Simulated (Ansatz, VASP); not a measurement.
# InP in VASP and in Ansatz

```
In P
1.0
     3.88360    0.00000    0.00000
    -1.94180    3.36329    0.00000
     0.00000    0.00000    6.61625
In P
2 2
Direct
  0.00000 0.00000 0.00000
  0.00000 0.00000 0.50000
  0.33333 0.66667 0.25000
  0.66667 0.33333 0.75000
```

Alike in both runs: functional PBE; k mesh 12 × 12 × 6; occupations gaussian, width 0.1 eV; no spin polarisation.

Ansatz relaxed the structure, and its values are those at the end. VASP's run is a single point on that final structure, the one shown.

|  | VASP | Ansatz |
| --- | --- | --- |
| version | VASP 6.6.1 | Ansatz 0.2.0 |
| potentials or method | VASP PAW PBE potentials, release 64 (In_d, P), cutoff 520 eV | scalar-relativistic, plane waves, PAW |
| valence electrons in the cell | 36 | 36 |

```tsv
	VASP	Ansatz	Ansatz less VASP
gap on the k mesh at the Fermi level (eV)	none	none	-
pressure (GPa)	-0.1	0.0	+0.06
```

A gap of «none» marks a metal or a gap that the smearing closes. The functional is the same, so the differences come from potentials, cutoffs and numerics.
